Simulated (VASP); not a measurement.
Input of a VASP 6.6.1 run:

Contents of INCAR:

```
PREC = Accurate ; ENCUT = 520
EDIFF = 1E-7 ; ISMEAR = 0
SIGMA = 0.15 ; LREAL = False
LASPH = True ; NELM = 100
ALGO = Fast ; ISIF = 2
LWAVE = False ; LCHARG = False
NBANDS = 14
```

File KPOINTS:

```
Automatic mesh
0
Gamma
  16 16 16
```

Contents of POSCAR:

```
AlAu
1.0
    3.3127517840     -0.5096541206     -0.5096541206
   -0.5096541206      3.3127517840     -0.5096541206
   -0.5096541206     -0.5096541206      3.3127517840
Al Au
1 1
Direct
    0.0000000000      0.0000000000      0.0000000000
    0.5000000000      0.5000000000      0.5000000000
```

Potentials or basis: VASP PAW LDA potentials, release 64 (Al, Au).

Launch:

```sh
$ cat potpaw_LDA.64/Al/POTCAR potpaw_LDA.64/Au/POTCAR > POTCAR
$ mpirun -np 1 vasp_std > vasp.out
```

**Question.** Predict the pressure.

**Answer.** 58.0 GPa.

**Question.** Predict the band gap on the k mesh.

**Answer.** Zero (band 7 reaches 12.54 eV, above the bottom of band 8 at 6.80 eV).

Stress tensor (GPa, compression positive):
```
57.97 61.34 61.34
61.34 57.97 61.34
61.34 61.34 57.97
```

Caveat: spin-orbit coupling is left out, which moves the levels of the heavy elements.
